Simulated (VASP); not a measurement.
# Co in VASP: single point with PBEsol+D4

Aim: the single point of Co with PBEsol+D4.

Program: VASP 6.6.1. These are calculated values, not measurements. Logs are shortened: lines on timing, memory, paths and dates and some standing lists are left out, and cuts for length are marked.

## (1) The cell of the first run

The cell holds a slab with vacuum, 3 atoms: a = 2.457 Å, b = 2.457 Å, c = 28.845 Å, α = 90.00°, β = 90.00°, γ = 120.00°.

## (2) Single point, PBEsol+D4, collinear spin, ferromagnetic start

The input, INCAR:

```
ALGO = Normal
DIPOL = 0.5 0.5 0.448
EDIFF = 1E-6
ENCUT = 520
GGA = PS
GGA_COMPAT = F
IDIPOL = 3
ISIF = 2
ISMEAR = 1
ISPIN = 2
IVDW = 13
LASPH = T
LCHARG = F
LDIPOL = T
LMAXMIX = 4
LORBIT = 11
LREAL = F
LWAVE = F
MAGMOM = 1.9 1.781 1.637
NBANDS = 24
NELM = 200
NELMDL = -8
PREC = Accurate
SIGMA = 0.1
```

The input, KPOINTS:

```
k-points
0
Gamma
  15 15 1
```

The input, POSCAR:

```
Co
1.0
    2.4568680377      0.0000000000      0.0000000000
   -1.2284340189      2.1277101344      0.0000000000
    0.0000000000      0.0000000000     28.8454578469
Co
3
Direct
    0.3333333333      0.6666666667      0.3813425344
    0.6666666667      0.3333333333      0.4475791531
    0.3333333333      0.6666666667      0.5148123120
```

Potentials or basis: VASP PAW PBE potentials, release 64 (Co).

Command:

```sh
$ cat potpaw_PBE.64/Co/POTCAR > POTCAR
$ mpirun -np 1 vasp_std > vasp.out
```

OUTCAR:

```text
EDIFF = 1E-6
   ENCUT = 520
   GGA = PS
   ISIF = 2
   ISMEAR = 1
   ISPIN = 2
   IVDW = 13
   LASPH = T
   LORBIT = 11
   LREAL = F
   NELM = 200
   NELMDL = -8
   PREC = Accurate

 ion  position               nearest neighbor table
   1  0.333  0.667  0.381-   2 2.38   2 2.38   2 2.38
   2  0.667  0.333  0.448-   1 2.38   1 2.38   1 2.38   3 2.40   3 2.40   3 2.40
   3  0.333  0.667  0.515-   2 2.40   2 2.40   2 2.40

  LATTYP: Found a hexagonal cell.
 ALAT       =     2.4568680377
 C/A-ratio  =    11.7407436640

  Lattice vectors:

 A1 = (   2.4568680377,   0.0000000000,   0.0000000000)
 A2 = (  -1.2284340189,   2.1277101344,   0.0000000000)
 A3 = (   0.0000000000,   0.0000000000,  28.8454578469)

Analysis of symmetry for initial positions (statically):
=====================================================================
 Subroutine PRICEL returns:
 Original cell was already a primitive cell.

 Routine SETGRP: Setting up the symmetry group for a
 hexagonal supercell.

 Subroutine GETGRP returns: Found  6 space group operations
 (whereof  6 operations were pure point group operations)
 out of a pool of 24 trial point group operations.

The static configuration has the point symmetry C_3v.

Analysis of symmetry for dynamics (positions and initial velocities):
=====================================================================
 Subroutine PRICEL returns:
 Original cell was already a primitive cell.

 Routine SETGRP: Setting up the symmetry group for a
 hexagonal supercell.

 Subroutine GETGRP returns: Found  6 space group operations
 (whereof  6 operations were pure point group operations)
 out of a pool of 24 trial point group operations.

The dynamic configuration has the point symmetry C_3v.

Analysis of structural, dynamic, and magnetic symmetry:
=====================================================================
 Subroutine PRICEL returns:
 Original cell was already a primitive cell.

 Routine SETGRP: Setting up the symmetry group for a
 hexagonal supercell.

 Subroutine GETGRP returns: Found  6 space group operations
 (whereof  6 operations were pure point group operations)
 out of a pool of 24 trial point group operations.

The overall configuration has the point symmetry C_3v.

 Subroutine INISYM returns: Found  6 space group operations
 (whereof  6 operations are pure point group operations),
 and found     1 'primitive' translations

----------------------------------------------------------------------------------------

                                     Primitive cell

  volume of cell :     150.7897

  direct lattice vectors                    reciprocal lattice vectors
     2.456868038  0.000000000  0.000000000     0.407022268  0.234994416  0.000000000
    -1.228434019  2.127710134  0.000000000     0.000000000  0.469988832  0.000000000
     0.000000000  0.000000000 28.845457847     0.000000000  0.000000000  0.034667503

  length of vectors
     2.456868038  2.456868038 28.845457847     0.469988832  0.469988832  0.034667503

  position of ions in fractional coordinates (direct lattice)
     0.333333333  0.666666667  0.381342534
     0.666666667  0.333333333  0.447579153
     0.333333333  0.666666667  0.514812312

  ion indices of the primitive-cell ions
   primitive index   ion index
                 1           1
                 2           2
                 3           3

----------------------------------------------------------------------------------------

 KPOINTS: k-points

Automatic generation of k-mesh.
 Grid dimensions read from file:
 generate k-points for:   15   15    1

 Generating k-lattice:

  Cartesian coordinates                     Fractional coordinates (reciprocal lattice)
     0.027134818  0.015666294  0.000000000     0.066666667  0.000000000  0.000000000
     0.000000000  0.031332589  0.000000000     0.000000000  0.066666667  0.000000000
     0.000000000  0.000000000  0.034667503     0.000000000  0.000000000  1.000000000

  Length of vectors
     0.031332589  0.031332589  0.034667503

  Shift w.r.t. Gamma in fractional coordinates (k-lattice)
     0.000000000  0.000000000  0.000000000

 Subroutine IBZKPT returns following result:
 ===========================================

 Found     27 irreducible k-points:

 Following reciprocal coordinates:
            Coordinates               Weight
  0.000000  0.000000  0.000000      1.000000
  0.066667  0.000000  0.000000      6.000000
  0.133333 -0.000000  0.000000      6.000000
  0.200000 -0.000000  0.000000      6.000000
  0.266667 -0.000000  0.000000      6.000000
  0.333333  0.000000  0.000000      6.000000
[... 16 lines left out ...]
  0.333333  0.200000  0.000000     12.000000
  0.400000  0.200000  0.000000      6.000000
 [... further k-points ...]
   k-points           NKPTS =     27   k-points in BZ     NKDIM =     27   number of bands    NBANDS=     24
   number of dos      NEDOS =    301   number of ions     NIONS =      3
   total plane-waves  NPLWV =  69984
   dimension x,y,z NGX =    18 NGY =   18 NGZ =  216
   dimension x,y,z NGXF=    36 NGYF=   36 NGZF=  432
   ions per type =               3
   NGX,Y,Z   is equivalent  to a cutoff of  12.18, 12.18, 12.45 a.u.
   NGXF,Y,Z  is equivalent  to a cutoff of  24.36, 24.36, 24.90 a.u.
 SYSTEM =  unknown system
   PREC   = accura    normal or accurate (medium, high low for compatibility)
   ISTART =      0    job   : 0-new  1-cont  2-samecut
   ICHARG =      2    charge: 1-file 2-atom 10-const
   ISPIN  =      2    spin polarized calculation?
   LNONCOLLINEAR =      F non collinear calculations
   LSORBIT =      F    spin-orbit coupling
   LASPH  =      T    aspherical Exc in radial PAW
   ENCUT  =  520.0 eV  38.22 Ry    6.18 a.u.   4.57  4.57 53.63*2*pi/ulx,y,z
   NELM   =    200;   NELMIN=  2; NELMDL= -8     # of ELM steps
   EDIFF  = 0.1E-05   stopping-criterion for ELM
   LREAL  =      F    real-space projection
   EDIFFG = 0.1E-04   stopping-criterion for IOM
   NSW    =      0    number of steps for IOM
   IBRION =     -1    ionic relax: 0-MD 1-quasi-New 2-CG
   NFREE  =      0    steps in history (QN), initial steepest desc. (CG)
   ISIF   =      2    stress and relaxation
   ISYM   =      2    0-nonsym 1-usesym 2-fastsym
   POTIM  = 0.5000    time-step for ionic-motion
   TEBEG  =    0.0;   TEEND  =   0.0 temperature during run
   PSTRESS=    0.0 pullay stress
   NELECT =      27.0000    total number of electrons
   NUPDOWN=      -1.0000    fix difference up-down
   EMIN   =  10.00;   EMAX   =-10.00  energy-range for DOS
   EFERMI =   0.00;   METHOD = LEGACY
   ISMEAR =     1;   SIGMA  =   0.10  broadening in eV -4-tet -1-fermi 0-gaus
   EFERMI_NEDOS =   21; number of points for ismear=-14 and -15
   IALGO  =     38    algorithm
   IMIX   =      4    mixing-type and parameters
     AMIX     =   0.40;   BMIX     =  1.00
     AMIX_MAG =   1.60;   BMIX_MAG =  1.00
  volume/ion in A,a.u.               =      50.26       339.19
  Fermi-wavevector in a.u.,A,eV,Ry     =   0.922725  1.743697 11.584286  0.851421
  Thomas-Fermi vector in A             =   2.048283
   LORBIT       =     11    0 simple, 1 ext, 2 COOP (PROOUT), +10 PAW based schemes
   GGA     = PS    functional components
   LHFCALC =     F    Hartree Fock is set to
   AEXX    =    0.0000 exact exchange contribution
   IVDW    =    13    specifies the selected vdW correction
   LEPSILON=     F    determine dielectric tensor
   LRPA    =     F    only Hartree local field effects (RPA)
 spin polarized calculation
 Methfessel and Paxton  Order N= 1 SIGMA  =   0.10
  energy-cutoff  :      520.00
  volume of cell :      150.79
 maximum number of plane-waves:      4120
   NGX =  9   NGY =  9   NGZ =107

 dipolmoment           0.000000      0.000000     -0.000086 electrons x Angstroem

 number of electron      26.9999989 magnetization       5.0614752

 dipolmoment           0.000000      0.000000      0.000367 electrons x Angstroem

 Free energy of the ion-electron system (eV)
  ---------------------------------------------------
  ext. energy  EPLUGINS =         0.00000000
  ---------------------------------------------------
  free energy    TOTEN  =       -21.53758814 eV

  energy without entropy =      -21.53923051  energy(sigma->0) =      -21.53813560

 E-fermi :  -1.7943     XC(G=0):  -3.5072

 val. band max:       -1.8042507187   @ k =   0.2000  -0.0000   0.0000
 cond. band min:      -1.7671232910   @ k =   0.4000   0.1333   0.0000
 fundamental gap:      0.0371274277
 Fermi energy:        -1.7942876649

 spin component 1

 k-point     1 :       0.0000    0.0000    0.0000
  band No.  band energies     occupation
      1     -10.3656      1.00000
      2      -8.2522      1.00000
      3      -7.2450      1.00000
      4      -4.6352      1.00000
      5      -4.5363      1.00000
      6      -4.5363      1.00000
[... 637 lines left out ...]
     23       8.9427      0.00000
     24      10.3600      0.00000

 [... further k-points ...]

 spin component 2

 k-point     1 :       0.0000    0.0000    0.0000
  band No.  band energies     occupation
      1     -10.2694      1.00000
      2      -8.0391      1.00000
      3      -6.4352      1.00000
      4      -3.0735      1.00000
      5      -2.9058      1.00000
      6      -2.9058      1.00000
[... 637 lines left out ...]
     23       9.4133      0.00000
     24      10.5631      0.00000

 [... further k-points ...]

------------------------ aborting loop because EDIFF is reached ----------------------------------------

 vacuum level on the upper side and lower side of the slab       (xc-potential included)         0.023         0.020

  DFT-D4 for vdW energy calculation

  Edisp (eV):   -0.47398

  FORCE on cell =-STRESS in cart. coord.  units (eV):
  Direction    XX          YY          ZZ          XY          YZ          ZX
  --------------------------------------------------------------------------------------
  -------------------------------------------------------------------------------------
  Total      -1.98642    -1.98642     0.57531     0.00000     0.00000    -0.00000
  in kB     -21.10620   -21.10620     6.11283     0.00000     0.00000    -0.00000
  external pressure =      -12.03 kB  Pullay stress =        0.00 kB

 VOLUME and BASIS-vectors are now :
 -----------------------------------------------------------------------------
  energy-cutoff  :      520.00
  volume of cell :      150.79
      direct lattice vectors                 reciprocal lattice vectors
     2.456868038  0.000000000  0.000000000     0.407022268  0.234994416  0.000000000
    -1.228434019  2.127710134  0.000000000     0.000000000  0.469988832  0.000000000
     0.000000000  0.000000000 28.845457847     0.000000000  0.000000000  0.034667503

 POSITION                                       TOTAL-FORCE (eV/Angst)
 -----------------------------------------------------------------------------------
     -0.00000      1.41847     11.00000        -0.000000      0.000000     -0.235931
      1.22843      0.70924     12.91063         0.000000      0.000000      0.172851
     -0.00000      1.41847     14.85000         0.000000      0.000000      0.063080
 -----------------------------------------------------------------------------------
    total drift:                                0.000000      0.000000      0.000207

  FREE ENERGIE OF THE ION-ELECTRON SYSTEM (eV)
  ---------------------------------------------------
  free  energy   TOTEN  =       -22.0115729507 eV

  energy  without entropy=      -22.0132153196  energy(sigma->0) =      -22.01212041

 vacuum level on the upper side and lower side of the slab         3.399         3.391

 total charge

# of ion       s       p       d       tot
------------------------------------------
    1        0.505   0.451   7.262   8.218
    2        0.516   0.590   7.313   8.420
    3        0.502   0.444   7.254   8.200
--------------------------------------------------
tot          1.524   1.486  21.829  24.838

 magnetization (x)

# of ion       s       p       d       tot
------------------------------------------
    1       -0.009  -0.039   1.759   1.711
    2       -0.016  -0.051   1.712   1.645
    3       -0.009  -0.039   1.765   1.717
--------------------------------------------------
tot         -0.034  -0.130   5.236   5.072
```

It took 6.3 min on 1 thread of Oxide Virtual Turin-like, shared host; peak memory 0.33 GiB.

Results:

- Free energy: -22.0116 eV
- Largest force: 0.236 eV/Å
- Net moment: 5.06 μB per cell
- Site moments: Co +1.71, +1.65, +1.72 μB
- Valence electrons inside the program's atomic spheres: Co 8.22, 8.42, 8.20
- Dispersion energy per atom: -0.158 eV

Forces on the atoms (eV/Å):
```
Co   0.000  0.000 -0.236
Co   0.000  0.000  0.173
Co   0.000  0.000  0.063
```

Caveat: the PAW data sets were made with another functional, which shifts forces and pressure a little.
